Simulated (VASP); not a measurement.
# AlRu: single point with PBEsol

The system is AlRu.

```
Al Ru
1.0
    -2.97641    0.00000   -2.97641
     0.00000   -2.97641   -2.97641
    -2.97641   -2.97641    0.00000
Al Ru
2 2
Direct
  0.00000 0.00000 0.00000
  0.50000 0.50000 0.50000
  0.20590 0.29410 0.20590
  0.79410 0.70590 0.79410
```

This cell differs from its parent crystal: atoms displaced along a vibrational mode.

```json
{
 "Program": "VASP 6.6.1",
 "Task": "single point",
 "Functional": "PBEsol",
 "Potentials or basis": "VASP PAW PBE potentials, release 64 (Al, Ru_pv)",
 "Cutoff": "520 eV",
 "k mesh": "18 × 18 × 18",
 "Occupations": "gaussian, width 0.15 eV",
 "Spin": "no spin polarisation"
}
```

- Pressure: 12.9 GPa
- Largest force: 5.150 eV/Å
- Band gap on the k mesh: zero (bands 17 and 18 overlap by 1.64 eV)

Forces on the atoms (eV/Å):
```
Al   0.000  0.000  0.000
Al   0.000  0.000  0.000
Ru  -5.150  0.000  0.000
Ru   5.150  0.000  0.000
```

Stress tensor (GPa, compression positive):
```
22.52  0.00  0.00
 0.00  8.12  0.00
 0.00  0.00  8.12
```

Levels at points of the mesh, in eV from the Fermi level:
```
           k point  band 13  band 14  band 15  band 16  band 17  band 18  band 19  band 20  band 21  band 22
(0.00, 0.00, 0.00)    -1.42    -0.26    -0.26     0.48     1.03     3.70     4.19     4.38     4.38     5.72
(0.50, 0.00, 0.00)    -2.42    -2.07    -1.88    -1.04    -0.72    -0.39     3.10     4.85     5.02     5.47
(0.50, 0.50, 0.00)    -2.25    -2.18    -1.81    -1.50    -1.29     0.91     0.93     1.77     4.85     5.31
(0.50, 0.00, 0.50)    -2.89    -1.41    -1.41    -0.93    -0.93    -0.14     0.26     2.32     4.40     6.15
```

It took 14 min on 1 thread of Oxide Virtual Turin-like Processor, with other jobs on the host, peak memory 0.56 GiB.

Caveat: the cell differs from its parent crystal (atoms displaced along a vibrational mode); the stress differs along the axes, from 8 to 23 GPa; the PAW data sets were made with another functional, which shifts forces and pressure a little.
